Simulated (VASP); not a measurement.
# Si: relaxation of cell and atoms with PBE

Crystal: Si.

```
Si
1.0
     1.83728   -4.64570    0.00000
     1.83728    4.64570    0.00000
     0.00000    0.00000    3.60811
Si
3
Direct
  0.67155 0.32845 0.50000
  0.32845 0.67155 0.50000
  0.50000 0.50000 0.00000
```

The cell was generated, and may not be a known phase.

| Quantity | Value |
| --- | --- |
| Program | VASP 6.6.1 |
| Task | relaxation of cell and atoms |
| Functional | PBE |
| Potentials or basis | VASP PAW PBE potentials, release 64 (Si) |
| Cutoff | 600 eV |
| k mesh | 14 × 14 × 14 |
| Occupations | gaussian, width 0.1 eV |
| Spin | no spin polarisation |
| Dipole correction | no |
| Further INCAR settings | ALGO = Normal; EDIFF = 1e-07; IBRION = 2; EDIFFG = -0.01; NSW = 100; ISIF = 3 |

| Quantity | Value |
| --- | --- |
| Relaxed volume | 20.51 Å³/atom |
| Relaxed cell | a = 4.984 Å, b = 4.984 Å, c = 3.614 Å, α = 90.00°, β = 90.00°, γ = 136.74° |
| Space group after relaxing (to 0.1 Å) | Cmmm (No. 65) |
| Energy gained by relaxing | 0.1 meV/atom |
| Ionic steps | 4 |
| Pressure after relaxing | 0.0 GPa |
| Band gap on the k mesh | zero (bands 6 and 7 overlap by 3.22 eV) |

Step by step:
| step | energy change (eV) | largest force (eV/Å) | pressure (GPa) | volume (Å³) |
| --- | --- | --- | --- | --- |
| 1 | 0.0000 | 0.0132 | -0.10 | 61.59 |
| 2 | -0.0002 | 0.0064 | 0.07 | 61.48 |
| 3 | -0.0002 | 0.0055 | 0.09 | 61.46 |
| 4 | -0.0002 | 0.0004 | 0.00 | 61.54 |

Final structure:
```xyz
3
Lattice="1.8372 -4.6332 0.0000 1.8372 4.6332 0.0000 0.0000 0.0000 3.6145" Properties=species:S:1:pos:R:3 pbc="T T T"
Si    1.8372   -1.5885    1.8072
Si    1.8372    1.5885    1.8072
Si    1.8372    0.0000    3.6145
```

Levels at points of the mesh, in eV from the Fermi level:
```csv
k point,band 3,band 4,band 5,band 6,band 7,band 8,band 9,band 10
"(0.00, 0.00, 0.00)",-5.80,-2.16,-1.16,0.43,1.12,2.40,3.09,4.21
"(0.50, 0.00, 0.00)",-5.51,-3.97,-1.17,-0.34,1.61,1.93,3.06,5.42
"(0.50, 0.50, 0.00)",-1.98,-1.16,-0.88,-0.15,1.11,1.54,3.18,4.10
"(0.00, 0.00, 0.50)",-4.10,-3.58,-2.79,-0.52,-0.48,2.46,3.46,3.51
"(0.50, 0.00, 0.50)",-6.97,-4.08,-3.72,-1.49,-1.31,0.70,3.15,4.47
"(0.50, 0.50, 0.50)",-7.75,-5.34,-0.90,1.86,1.99,3.05,4.42,4.75
```

Run time: 15 min on 1 thread of Intel Xeon 8259CL (shared host), peak memory 0.43 GiB.
